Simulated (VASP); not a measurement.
FeS2, 6 atoms in the cell. It takes space group Pnnm (No. 58, orthorhombic). The conventional cell has a = 4.500 Å, b = 5.479 Å, c = 3.433 Å, α = 90.00°, β = 90.00°, γ = 90.00°. Fe (site symmetry 2/m) has 6 S at 2.26 to 2.27 Å within 3.0 Å. Within 3.0 Å of S (site symmetry m) lie 3 Fe at 2.26 to 2.27 Å and 2 S at 2.31 to 2.97 Å. 

```yaml
Program: VASP 6.6.1
Task: relaxation of shape and atoms at fixed volume
Functional: PBE
Potentials_or_basis: VASP PAW PBE potentials, release 64 (Fe, S)
Cutoff: 600 eV
k_mesh: 6 × 4 × 8
Occupations: gaussian, width 0.05 eV
Spin: no spin polarisation
Dipole_correction: no
Further_INCAR_settings: ALGO = Normal; EDIFF = 1e-07; IBRION = 2; EDIFFG = -0.01; NSW = 60; ISIF = 4
```

Potentials or basis: VASP PAW PBE potentials, release 64 (Fe, S).

Launch:

```bash
$ cat potpaw_PBE.64/Fe/POTCAR potpaw_PBE.64/S/POTCAR > POTCAR
$ mpirun -np 1 vasp_std > vasp.out
```

Hardware: 1 thread of Oxide Virtual Turin-like Processor (shared host).

**Question.** Estimate the wall time of this run.

**Answer.** It took 13 min on 1 thread of Oxide Virtual Turin-like Processor, on a shared host, peak memory 0.26 GiB. Counts: scf iterations 37, k points 60, ion steps 4.
